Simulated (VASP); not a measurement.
Write the native input for VASP 6.6.1 that does the following.

| Quantity | Value |
| --- | --- |
| Task | single point |
| Functional | PBEsol |
| Potentials or basis | VASP PAW PBE potentials, release 64 (Co, O) |
| Cutoff | 520 eV |
| k mesh | 24 × 24 × 24 |
| Occupations | gaussian, width 0.15 eV |
| Spin | collinear spin, ferromagnetic start |
| Starting moments | [2.57, 0.32] μB |
| Dipole correction | no |
| Further INCAR settings | ALGO = Fast; EDIFF = 1e-07; NBANDS = 18 |

The structure of CoO lies in POSCAR:

```
CoO
1.0
    0.0000000000      2.0834561500      2.1459598345
    2.0834561500      0.0000000000      2.1459598345
    2.0834561500      2.0834561500      0.0000000000
Co O
1 1
Direct
    0.0000000000      0.0000000000      0.0000000000
    0.5000000000      0.5000000000      0.5000000000
```

This cell differs from its parent crystal: strain +0.000 along x and y, +0.030 along z.

These files were run (other wordings do the same):

INCAR

```
SYSTEM = CoO
PREC = Accurate ; ENCUT = 520
EDIFF = 1E-7 ; ISMEAR = 0
SIGMA = 0.15 ; LREAL = .False.
LASPH = .True. ; NELM = 150
ALGO = Fast ; ISIF = 2
LWAVE = .False. ; LCHARG = .False.
ISPIN = 2 ; MAGMOM = 2.57 0.32
LORBIT = 11 ; LMAXMIX = 4
GGA = PS ; NBANDS = 18
```

KPOINTS

```
regular mesh
0
Gamma
  24 24 24
  0 0 0
```

Potentials or basis: VASP PAW PBE potentials, release 64 (Co, O).

Launch:

```sh
$ cat potpaw_PBE.64/Co/POTCAR potpaw_PBE.64/O/POTCAR > POTCAR
$ mpirun -np 1 vasp_std > vasp.out
```

It gave:

The pressure is -5.3 GPa and the net moment is 2.81 μB per cell. The site moments are Co +2.47; O +0.29 μB and the valence electrons inside the program's atomic spheres are Co 7.88; O 4.96.

Caveat: the cell differs from its parent crystal (strain +0.000 along x and y, +0.030 along z); the cell stands under tension; the PAW data sets were made with another functional, which shifts forces and pressure a little; a cell with one magnetic atom can't hold antiferromagnetic order, which such compounds often take.

Wall time 12 min on 1 thread of Oxide Virtual Turin-like Processor, on a shared host, peak memory 0.58 GiB.
